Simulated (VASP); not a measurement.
A run of VASP 6.6.1 is set up as follows.

INCAR

```
PREC = Accurate
ENCUT = 520
EDIFF = 1E-6
ISMEAR = 0
SIGMA = 0.05
LREAL = False
LASPH = True
NELM = 80
ALGO = Normal
ISIF = 2
LWAVE = False
LCHARG = False
GGA = PS
NBANDS = 20
```

Contents of KPOINTS:

```
regular mesh
0
Gamma
  9 9 2
```

File POSCAR:

```
WSe2
1.0
    3.3137062657      0.0000000000      0.0000000000
   -1.6568531328      2.8697538067      0.0000000000
    0.0000000000      0.0000000000     16.6611439352
W Se
1 2
Direct
    0.0000000000      0.0000000000     -0.0010312947
    0.3333333333      0.6666666667      0.1015995001
    0.3333333333      0.6666666667      0.9008012955
```

Potentials or basis: VASP PAW PBE potentials, release 64 (W_sv, Se).

Command:

```console
$ cat potpaw_PBE.64/W_sv/POTCAR potpaw_PBE.64/Se/POTCAR > POTCAR
$ mpirun -np 1 vasp_std > vasp.out
```

What does it give for the band gap on the k mesh?

1.55 eV, direct.

Estimate the largest force.

1.045 eV/Å.

Forces in eV/Å, atoms in the order of the input:
```
W    0.000  0.000  1.045
Se   0.000  0.000 -0.727
Se   0.000  0.000 -0.317
```

Caveat: the PAW data sets were made with another functional, which shifts forces and pressure a little; spin-orbit coupling is left out, which moves the levels of the heavy elements.
